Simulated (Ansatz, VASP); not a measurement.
**Two plane-wave programs on ZrH3**

```
CELL_PARAMETERS angstrom
3.12604 -0.03126 0.00000
-0.03126 3.12604 0.00000
0.00000 0.00000 3.12604
ATOMIC_POSITIONS crystal
Zr 0.00000 0.00000 0.00000
H 0.00000 0.50000 0.50000
H 0.50000 0.00000 0.50000
H 0.50000 0.50000 0.00000
```

Alike in both runs: task single point; functional PBEsol; k mesh 11 × 11 × 11; no spin polarisation.

|  | VASP | Ansatz |
| --- | --- | --- |
| version | VASP 6.6.1 | Ansatz 0.2.0 |
| potentials or method | VASP PAW PBE potentials, release 64 (Zr_sv, H), cutoff 520 eV | plane waves, PAW |
| occupations | methfessel-paxton of order 1, width 0.1 eV | cold |
| valence electrons in the cell | 15 | 15 |

```tsv
	VASP	Ansatz	Ansatz less VASP
pressure (GPa)	-4.5	-4.5	0.00
traceless stress, the component that is largest in VASP (GPa)	1.21	1.20	-0.003
```

VASP's potentials were made for PBE, not for PBEsol.
